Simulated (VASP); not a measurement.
# ZnSe (I-4m2) in VASP: further runs

ZnSe is run at these levels: LDA; tasks: single point.

Program: VASP 6.6.1. These are calculated values, not measurements. Logs are shortened: lines on timing, memory, paths and dates and some standing lists are left out, and cuts for length are marked.

## 1. The cell of the first run

Symmetry: I-4m2, No. 119, tetragonal system. The conventional cell has a = 3.917 Å, b = 3.917 Å, c = 5.601 Å, α = 90.00°, β = 90.00°, γ = 90.00°. Zn (site symmetry -4m2) has 4 Se at 2.41 Å within 3.2 Å. Se (site symmetry -4m2) has 4 Zn at 2.41 Å within 3.2 Å.

## 2. Single point, LDA (film at in-plane strain -0.005)

File INCAR:

```
ALGO = Normal
EDIFF = 1E-6
ENCUT = 520
ISIF = 2
ISMEAR = 0
LASPH = True
LCHARG = False
LREAL = False
LWAVE = False
NBANDS = 16
NELM = 80
PREC = Accurate
SIGMA = 0.01
```

File KPOINTS:

```
k-points
0
Gamma
  8 8 8
```

File POSCAR:

```
ZnSe
1.0
    2.7698406247      2.7698406247      0.0000000000
   -2.7698406247      2.7698406247      0.0000000000
    0.0000000000      2.7698406247      2.8003737663
Zn Se
1 1
Direct
    0.0000000000      0.0000000000      0.0000000000
    0.7500000000      0.2500000000      0.5000000000
```

Potentials or basis: VASP PAW LDA potentials, release 64 (Zn, Se).

Started as:

```console
$ cat potpaw_LDA.64/Zn/POTCAR potpaw_LDA.64/Se/POTCAR > POTCAR
$ mpirun -np 1 vasp_std > vasp.out
```

OUTCAR:

```text
EDIFF = 1E-6
   ENCUT = 520
   ISIF = 2
   ISMEAR = 0
   LASPH = True
   LREAL = False
   NELM = 80
   PREC = Accurate

 ion  position               nearest neighbor table
   1  0.000  0.000  0.000-   2 2.41   2 2.41   2 2.41   2 2.41
   2  0.750  0.250  0.500-   1 2.41   1 2.41   1 2.41   1 2.41

  LATTYP: Found a body centered tetragonal cell.
 ALAT       =     3.9171461771
 C/A-ratio  =     1.4298030452

  Lattice vectors:

 A1 = (   2.7698406247,   0.0000000000,  -2.8003737663)
 A2 = (  -2.7698406247,   0.0000000000,  -2.8003737663)
 A3 = (   0.0000000000,   2.7698406247,   2.8003737663)

Analysis of symmetry for initial positions (statically):
=====================================================================
 Subroutine PRICEL returns:
 Original cell was already a primitive cell.

 Routine SETGRP: Setting up the symmetry group for a
 body centered tetragonal supercell.

 Subroutine GETGRP returns: Found  8 space group operations
 (whereof  8 operations were pure point group operations)
 out of a pool of 16 trial point group operations.

The static configuration has the point symmetry D_2d.

Analysis of symmetry for dynamics (positions and initial velocities):
=====================================================================
 Subroutine PRICEL returns:
 Original cell was already a primitive cell.

 Routine SETGRP: Setting up the symmetry group for a
 body centered tetragonal supercell.

 Subroutine GETGRP returns: Found  8 space group operations
 (whereof  8 operations were pure point group operations)
 out of a pool of 16 trial point group operations.

The dynamic configuration has the point symmetry D_2d.

 Subroutine INISYM returns: Found  8 space group operations
 (whereof  8 operations are pure point group operations),
 and found     1 'primitive' translations

----------------------------------------------------------------------------------------

                                     Primitive cell

  volume of cell :      42.9690

  direct lattice vectors                    reciprocal lattice vectors
     2.769840625  2.769840625  0.000000000     0.180515801  0.180515801 -0.178547595
    -2.769840625  2.769840625  0.000000000    -0.180515801  0.180515801 -0.178547595
     0.000000000  2.769840625  2.800373766     0.000000000  0.000000000  0.357095189

  length of vectors
     3.917146177  3.917146177  3.938795541     0.311530340  0.311530340  0.357095189

  position of ions in fractional coordinates (direct lattice)
     0.000000000  0.000000000  0.000000000
     0.750000000  0.250000000  0.500000000

  ion indices of the primitive-cell ions
   primitive index   ion index
                 1           1
                 2           2

----------------------------------------------------------------------------------------

 KPOINTS: k-points

Automatic generation of k-mesh.
 Grid dimensions read from file:
 generate k-points for:    8    8    8

 Generating k-lattice:

  Cartesian coordinates                     Fractional coordinates (reciprocal lattice)
     0.022564475  0.022564475 -0.022318449     0.125000000  0.000000000  0.000000000
    -0.022564475  0.022564475 -0.022318449     0.000000000  0.125000000  0.000000000
     0.000000000  0.000000000  0.044636899     0.000000000  0.000000000  0.125000000

  Length of vectors
     0.038941292  0.038941292  0.044636899

  Shift w.r.t. Gamma in fractional coordinates (k-lattice)
     0.000000000  0.000000000  0.000000000

 Subroutine IBZKPT returns following result:
 ===========================================

 Found     59 irreducible k-points:

 Following reciprocal coordinates:
            Coordinates               Weight
  0.000000  0.000000  0.000000      1.000000
  0.125000  0.000000  0.000000      8.000000
  0.250000  0.000000  0.000000      8.000000
  0.375000  0.000000  0.000000      8.000000
  0.500000  0.000000  0.000000      4.000000
  0.125000  0.125000  0.000000      8.000000
[... 16 lines left out ...]
  0.250000  0.000000  0.125000      4.000000
  0.375000  0.000000  0.125000      8.000000
 [... further k-points ...]
   k-points           NKPTS =     59   k-points in BZ     NKDIM =     59   number of bands    NBANDS=     16
   number of dos      NEDOS =    301   number of ions     NIONS =      2
   total plane-waves  NPLWV =  27000
   dimension x,y,z NGX =    30 NGY =   30 NGZ =   30
   dimension x,y,z NGXF=    60 NGYF=   60 NGZF=   60
   ions per type =               1   1
   NGX,Y,Z   is equivalent  to a cutoff of  12.73, 12.73, 12.66 a.u.
   NGXF,Y,Z  is equivalent  to a cutoff of  25.46, 25.46, 25.32 a.u.
 SYSTEM =  unknown system
   PREC   = accura    normal or accurate (medium, high low for compatibility)
   ISTART =      0    job   : 0-new  1-cont  2-samecut
   ICHARG =      2    charge: 1-file 2-atom 10-const
   ISPIN  =      1    spin polarized calculation?
   LNONCOLLINEAR =      F non collinear calculations
   LSORBIT =      F    spin-orbit coupling
   LASPH  =      T    aspherical Exc in radial PAW
   ENCUT  =  520.0 eV  38.22 Ry    6.18 a.u.   7.28  7.28  7.32*2*pi/ulx,y,z
   NELM   =     80;   NELMIN=  2; NELMDL= -5     # of ELM steps
   EDIFF  = 0.1E-05   stopping-criterion for ELM
   LREAL  =      F    real-space projection
   EDIFFG = 0.1E-04   stopping-criterion for IOM
   NSW    =      0    number of steps for IOM
   IBRION =     -1    ionic relax: 0-MD 1-quasi-New 2-CG
   NFREE  =      0    steps in history (QN), initial steepest desc. (CG)
   ISIF   =      2    stress and relaxation
   ISYM   =      2    0-nonsym 1-usesym 2-fastsym
   POTIM  = 0.5000    time-step for ionic-motion
   TEBEG  =    0.0;   TEEND  =   0.0 temperature during run
   PSTRESS=    0.0 pullay stress
   NELECT =      18.0000    total number of electrons
   NUPDOWN=      -1.0000    fix difference up-down
   EMIN   =  10.00;   EMAX   =-10.00  energy-range for DOS
   EFERMI =   0.00;   METHOD = LEGACY
   ISMEAR =     0;   SIGMA  =   0.01  broadening in eV -4-tet -1-fermi 0-gaus
   EFERMI_NEDOS =   21; number of points for ismear=-14 and -15
   IALGO  =     38    algorithm
   IMIX   =      4    mixing-type and parameters
     AMIX     =   0.40;   BMIX     =  1.00
     AMIX_MAG =   1.60;   BMIX_MAG =  1.00
  volume/ion in A,a.u.               =      21.48       144.98
  Fermi-wavevector in a.u.,A,eV,Ry     =   1.224937  2.314796 20.415148  1.500471
  Thomas-Fermi vector in A             =   2.359993
   LORBIT       =      0    0 simple, 1 ext, 2 COOP (PROOUT), +10 PAW based schemes
   GGA     = CA    functional components
   LHFCALC =     F    Hartree Fock is set to
   AEXX    =    0.0000 exact exchange contribution
   IVDW    =     0    specifies the selected vdW correction
   LEPSILON=     F    determine dielectric tensor
   LRPA    =     F    only Hartree local field effects (RPA)
 non-spin polarized calculation
 Gauss-broadening in eV      SIGMA  =   0.01
  energy-cutoff  :      520.00
  volume of cell :       42.97
 maximum number of plane-waves:      1179
 NGX is ok and might be reduce to    30
   NGX = 15   NGY = 15   NGZ = 15

 number of electron      17.9999987 magnetization

 Free energy of the ion-electron system (eV)
  ---------------------------------------------------
  ext. energy  EPLUGINS =         0.00000000
  ---------------------------------------------------
  free energy    TOTEN  =        -7.37072969 eV

  energy without entropy =       -7.37072969  energy(sigma->0) =       -7.37072969

 E-fermi :   2.1554     XC(G=0):  -9.9565

 val. band max:        2.0446535291   @ k =   0.0000   0.0000   0.0000
 cond. band min:       3.3367765378   @ k =   0.0000   0.0000   0.0000
 fundamental gap:      1.2921230087
 Fermi energy:         2.1553694963

 k-point     1 :       0.0000    0.0000    0.0000
  band No.  band energies     occupation
      1     -11.6448      2.00000
      2      -4.8760      2.00000
      3      -4.8709      2.00000
      4      -4.8709      2.00000
      5      -4.4617      2.00000
      6      -4.4587      2.00000
[... 8 lines left out ...]
     15      13.5213      0.00000
     16      13.7337      0.00000

 k-point     2 :       0.1250    0.0000    0.0000
  band No.  band energies     occupation
      1     -11.5320      2.00000
      2      -4.8695      2.00000
      3      -4.8563      2.00000
      4      -4.8530      2.00000
      5      -4.4632      2.00000
      6      -4.4607      2.00000
[... 8 lines left out ...]
     15      12.8039      0.00000
     16      12.8106      0.00000

 k-point     3 :       0.2500    0.0000    0.0000
  band No.  band energies     occupation
      1     -11.2370      2.00000
      2      -4.8218      2.00000
      3      -4.8160      2.00000
      4      -4.8136      2.00000
      5      -4.4608      2.00000
      6      -4.4602      2.00000
[... 8 lines left out ...]
     15      12.5119      0.00000
     16      12.6370      0.00000

 k-point     4 :       0.3750    0.0000    0.0000
  band No.  band energies     occupation
      1     -10.9017      2.00000
      2      -4.7888      2.00000
      3      -4.7822      2.00000
      4      -4.6140      2.00000
      5      -4.4492      2.00000
      6      -4.4472      2.00000
[... 8 lines left out ...]
     15      13.6552      0.00000
     16      13.6998      0.00000
[... 324 lines left out ...]
 k-point    22 :       0.0000    0.0000    0.1250
  band No.  band energies     occupation
      1     -11.4962      2.00000
      2      -4.8893      2.00000
      3      -4.8375      2.00000
      4      -4.8375      2.00000
      5      -4.4756      2.00000
      6      -4.4509      2.00000
[... 8 lines left out ...]
     15      13.2589      0.00000
     16      13.9565      0.00000

 k-point    23 :       0.2500    0.0000    0.1250
  band No.  band energies     occupation
      1     -11.3560      2.00000
      2      -4.8604      2.00000
      3      -4.8311      2.00000
      4      -4.8198      2.00000
      5      -4.4728      2.00000
      6      -4.4519      2.00000
[... 8 lines left out ...]
     15      12.7268      0.00000
     16      13.9865      0.00000

 k-point    24 :       0.3750    0.0000    0.1250
  band No.  band energies     occupation
      1     -11.0420      2.00000
      2      -4.7972      2.00000
      3      -4.7891      2.00000
      4      -4.7564      2.00000
      5      -4.4744      2.00000
      6      -4.4352      2.00000
[... 8 lines left out ...]
     15      13.3633      0.00000
     16      14.5190      0.00000

 [... further k-points ...]
[... 5 lines left out ...]
  --------------------------------------------------------------------------------------
  -------------------------------------------------------------------------------------
  Total        0.2166342      0.2166342      0.1021113      0.0000000      0.0000000     -0.0000000
  in kB        8.0775958      8.0775958      3.8074046      0.0000000      0.0000000     -0.0000000
  external PRESSURE =       6.6541987 kB  Pullay stress =       0.0000000 kB

 VOLUME and BASIS-vectors are now :
 -----------------------------------------------------------------------------
  energy-cutoff  :      520.00
  volume of cell :       42.97
      direct lattice vectors                 reciprocal lattice vectors
     2.769840625  2.769840625  0.000000000     0.180515801  0.180515801 -0.178547595
    -2.769840625  2.769840625  0.000000000    -0.180515801  0.180515801 -0.178547595
     0.000000000  2.769840625  2.800373766     0.000000000  0.000000000  0.357095189

 POSITION                                       TOTAL-FORCE (eV/Angst)
 -----------------------------------------------------------------------------------
      0.00000      0.00000      0.00000         0.000000     -0.000000      0.000000
      1.38492      4.15476      1.40019        -0.000000      0.000000      0.000000
 -----------------------------------------------------------------------------------
    total drift:                               -0.000000     -0.000000     -0.000000

  FREE ENERGIE OF THE ION-ELECTRON SYSTEM (eV)
  ---------------------------------------------------
  free  energy   TOTEN  =        -7.3707296879 eV

  energy  without entropy=       -7.3707296879  energy(sigma->0) =       -7.37072969
```

Wall time 31 s (1 thread of Intel Xeon Platinum 8375C at 2.90GHz (Ice Lake), shared host); peak memory 0.17 GiB.

What came out:

```yaml
Free_energy: -7.3707 eV
Pressure: 0.7 GPa
Band_gap_on_the_k_mesh: 1.29 eV, direct
```

Stress tensor (GPa, compression positive):
```
0.81 0.00 0.00
0.00 0.81 0.00
0.00 0.00 0.38
```

Caveat: the cell differs from its parent crystal (film at in-plane strain -0.005).

## 3. Single point, LDA (in-plane strain +0.005, then relaxed in part)

File INCAR:

```
PREC = Accurate ; ENCUT = 520
EDIFF = 1E-6 ; ISMEAR = 0
SIGMA = 0.01 ; LREAL = False
LASPH = True ; NELM = 60
ALGO = Normal ; ISIF = 2
LWAVE = False ; LCHARG = False
GGA = CA ; NBANDS = 16
```

File KPOINTS:

```
Automatic mesh
0
Gamma
  8 8 8
```

File POSCAR:

```
ZnSe
1.0
    2.7976782189      2.7976782189      0.0000000000
   -2.7976782189      2.7976782189      0.0000000000
    0.0000000000      2.7976782189      2.7668420193
Zn Se
1 1
Direct
    0.0000000000      0.0000000000      0.0000000000
    0.7500000000      0.2500000000      0.5000000000
```

Potentials or basis: VASP PAW LDA potentials, release 64 (Zn, Se).

Started as:

```console
$ cat potpaw_LDA.64/Zn/POTCAR potpaw_LDA.64/Se/POTCAR > POTCAR
$ mpirun -np 1 vasp_std > vasp.out
```

OUTCAR:

```text
PREC = Accurate
   ENCUT = 520
   EDIFF = 1E-6
   ISMEAR = 0
   LREAL = False
   LASPH = True
   NELM = 60
   ISIF = 2
   GGA = CA

 ion  position               nearest neighbor table
   1  0.000  0.000  0.000-   2 2.41   2 2.41   2 2.41   2 2.41
   2  0.750  0.250  0.500-   1 2.41   1 2.41   1 2.41   1 2.41

  LATTYP: Found a body centered tetragonal cell.
 ALAT       =     3.9565144803
 C/A-ratio  =     1.3986260043

  Lattice vectors:

 A1 = (   2.7976782189,   0.0000000000,  -2.7668420193)
 A2 = (  -2.7976782189,   0.0000000000,  -2.7668420193)
[... 626 lines left out ...]
      4      -4.7962      2.00000
      5      -4.5228      2.00000
      6      -4.4889      2.00000
[... 8 lines left out ...]
     15      13.2658      0.00000
     16      14.4876      0.00000

 [... further k-points ...]
[... 5 lines left out ...]
  --------------------------------------------------------------------------------------
  -------------------------------------------------------------------------------------
  Total       -0.0145884     -0.0145884      0.0977440      0.0000000      0.0000000     -0.0000000
  in kB       -0.5396450     -0.5396450      3.6156878      0.0000000      0.0000000     -0.0000000
  external PRESSURE =       0.8454659 kB  Pullay stress =       0.0000000 kB

 VOLUME and BASIS-vectors are now :
 -----------------------------------------------------------------------------
  energy-cutoff  :      520.00
  volume of cell :       43.31
      direct lattice vectors                 reciprocal lattice vectors
     2.797678219  2.797678219  0.000000000     0.178719624  0.178719624 -0.180711438
    -2.797678219  2.797678219  0.000000000    -0.178719624  0.178719624 -0.180711438
     0.000000000  2.797678219  2.766842019     0.000000000  0.000000000  0.361422876

 POSITION                                       TOTAL-FORCE (eV/Angst)
 -----------------------------------------------------------------------------------
      0.00000      0.00000      0.00000        -0.000000      0.000000      0.000000
      1.39884      4.19652      1.38342         0.000000     -0.000000      0.000000
 -----------------------------------------------------------------------------------
    total drift:                               -0.000001     -0.000000     -0.000000

  FREE ENERGIE OF THE ION-ELECTRON SYSTEM (eV)
  ---------------------------------------------------
  free  energy   TOTEN  =        -7.3715516332 eV

  energy  without entropy=       -7.3715516332  energy(sigma->0) =       -7.37155163
```

stdout:

```text
POSCAR found type information on POSCAR ZnSe
 POSCAR found :  2 types and       2 ions
 scaLAPACK will be used
 LDA part: xc-table for (Slater(with rela. corr.)+CA(PZ))
 , standard interpolation
 POSCAR, INCAR and KPOINTS ok, starting setup
 FFT: planning ... GRIDC
 FFT: planning ... GRID_SOFT
 FFT: planning ... GRID
 WAVECAR not read
 entering main loop
```

Run time: 32 s. Hardware: 1 thread of Intel Xeon Platinum 8375C at 2.90GHz (Ice Lake), shared host; peak memory 0.17 GiB.

Results:

```
Free energy            : -7.3716 eV
Pressure               : 0.1 GPa
Band gap on the k mesh : 1.25 eV, direct
```

Caveat: the cell differs from its parent crystal (in-plane strain +0.005, then relaxed in part).
